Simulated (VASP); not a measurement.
Here is a VASP 6.6.1 calculation.

INCAR

```
PREC     = Accurate       # precision mode
ENCUT    = 520            # plane-wave cutoff, eV
EDIFF    = 1E-6           # SCF threshold, eV
ISMEAR   = -1             # smearing method
SIGMA    = 0.02           # smearing width, eV
LREAL    = F              # projectors in reciprocal space
LASPH    = T              # aspherical terms in the spheres
NELM     = 60             # most SCF steps
ALGO     = Normal         # electronic algorithm
ISIF     = 2              # what is computed and relaxed
LWAVE    = F              # write WAVECAR
LCHARG   = F              # write CHGCAR
GGA      = PE             # functional
NBANDS   = 26             # bands
```

File KPOINTS:

```
Automatic mesh
0
Gamma
  12 12 6
```

File POSCAR:

```
GaN
1.0
    3.0876548948      0.0000000000      0.0000000000
   -1.5438274474      2.6739875771      0.0000000000
    0.0000000000      0.0000000000      5.0281164724
Ga N
2 2
Direct
    0.3333333333      0.6666666667     -0.0007689437
    0.6666666667      0.3333333333      0.4992310563
    0.3333333333      0.6666666667      0.3757689437
    0.6666666667      0.3333333333      0.8757689437
```

Potentials or basis: VASP PAW PBE potentials, release 64 (Ga_d, N).

The run is started by

```console
$ cat potpaw_PBE.64/Ga_d/POTCAR potpaw_PBE.64/N/POTCAR > POTCAR
$ mpirun -np 1 vasp_std > vasp.out
```

Task: Estimate the band gap on the k mesh.

Result: 2.56 eV.

Task: Predict the largest force.

Result: 0.006 eV/Å.

Task: What does it give for the pressure?

Result: 28.2 GPa.

Stress tensor (GPa, compression positive):
```
28.08  0.00  0.00
 0.00 28.08  0.00
 0.00  0.00 28.35
```

Caveat: the cell differs from its parent crystal (strain -3.0%); the cell stands under pressure.
